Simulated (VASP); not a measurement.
Write the native input for VASP 6.6.1 that does the following.

```yaml
Task: single point
Functional: r2SCAN
Potentials_or_basis: VASP PAW PBE potentials, release 64 (Ti_sv, C)
Cutoff: 520 eV
k_mesh: 18 × 18 × 18
Occupations: gaussian, width 0.15 eV
Spin: no spin polarisation
Dipole_correction: no
Further_INCAR_settings: ALGO = Normal; EDIFF = 1e-07; NBANDS = 15
```

TiC:

```
Ti C
1.0
     0.00000    2.16400    2.32630
     2.16400    0.00000    2.32630
     2.16400    2.16400    0.00000
Ti C
1 1
Cartesian
  0.0000 0.0000 0.0000
  2.1640 2.1640 2.3263
```

This cell differs from its parent crystal: strain +0.0750 x Voigt [0, 0, 1, 0, 0, 0].

These files were run (other wordings do the same):

POSCAR

```
TiC
1.0
    0.0000000000      2.1640000000      2.3263000000
    2.1640000000      0.0000000000      2.3263000000
    2.1640000000      2.1640000000      0.0000000000
Ti C
1 1
Direct
    0.0000000000      0.0000000000      0.0000000000
    0.5000000000      0.5000000000      0.5000000000
```

INCAR.step1

```
PREC     = Accurate       # precision mode
ENCUT    = 520            # plane-wave cutoff, eV
ISMEAR   = 0              # smearing method
SIGMA    = 0.15           # smearing width, eV
LREAL    = False          # projectors in reciprocal space
LASPH    = True           # aspherical terms in the spheres
NELM     = 80             # most SCF steps
NBANDS   = 15             # bands
GGA      = PE             # functional
ALGO     = Normal         # electronic algorithm
EDIFF    = 1E-4           # SCF threshold, eV
LWAVE    = True           # write WAVECAR
LCHARG   = False          # write CHGCAR
```

INCAR.step2

```
PREC     = Accurate       # precision mode
ENCUT    = 520            # plane-wave cutoff, eV
EDIFF    = 1E-7           # SCF threshold, eV
ISMEAR   = 0              # smearing method
SIGMA    = 0.15           # smearing width, eV
LREAL    = False          # projectors in reciprocal space
LASPH    = True           # aspherical terms in the spheres
NELM     = 80             # most SCF steps
ALGO     = Normal         # electronic algorithm
ISIF     = 2              # what is computed and relaxed
LWAVE    = False          # write WAVECAR
LCHARG   = True           # write CHGCAR
METAGGA  = R2SCAN         # meta-GGA
LMIXTAU  = True         
LELF     = True           # ELF
LVHAR    = True         
NBANDS   = 15             # bands
ISTART   = 1
```

KPOINTS

```
regular mesh
0
Gamma
  18 18 18
```

Potentials or basis: VASP PAW PBE potentials, release 64 (Ti_sv, C).

Launch:

```bash
$ cat potpaw_PBE.64/Ti_sv/POTCAR potpaw_PBE.64/C/POTCAR > POTCAR
$ cp INCAR.step1 INCAR
$ mpirun -np 1 vasp_std > vasp.out
$ cp INCAR.step2 INCAR
$ mpirun -np 1 vasp_std > vasp.out
```

It gave:

```json
{
  "Pressure": "-13.5 GPa",
  "Band gap on the k mesh": "zero (bands 8 and 9 overlap by 1.64 eV)"
}
```

Caveat: the cell differs from its parent crystal (strain +0.0750 x Voigt [0, 0, 1, 0, 0, 0]); the stress differs along the axes, from -26 to -8 GPa; the PAW data sets were made with another functional, which shifts forces and pressure a little.

Run time: 6.7 min on 1 thread of Intel(R) Xeon(R) Platinum 8259CL CPU @ 2.50GHz (Skylake/Cascade Lake), on a shared host, peak memory 0.28 GiB.
